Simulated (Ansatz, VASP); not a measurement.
## Two plane-wave programs on V

```
V
1.0
    -1.46365    1.46365    1.46365
     1.46365   -1.46365    1.46365
     1.46365    1.46365   -1.46365
V
1
Direct
  0.00000 0.00000 0.00000
```

Alike in both runs: task single point; functional LDA; k mesh 15 × 15 × 15; occupations methfessel-paxton of order 1, width 0.2 eV; no spin polarisation.

|  | VASP | Ansatz |
| --- | --- | --- |
| version | VASP 6.6.1 | Ansatz 0.2.0 |
| potentials or method | VASP PAW LDA potentials, release 64 (V_sv), cutoff 520 eV | plane waves (420 eV) with PAW, scalar-relativistic |
| valence electrons in the cell | 13 | 13 |

Ansatz gave:

| Quantity | Value |
| --- | --- |
| pressure (GPa) | -0.3 |

**Question.** What did VASP give for the same quantities?

**Answer.** Pressure (GPa): 0.2.

Ansatz warns that its potentials were made for another functional, while VASP's fit it. LDA's correlation is that of Perdew and Zunger in VASP and of Perdew and Wang (1992) in Ansatz.
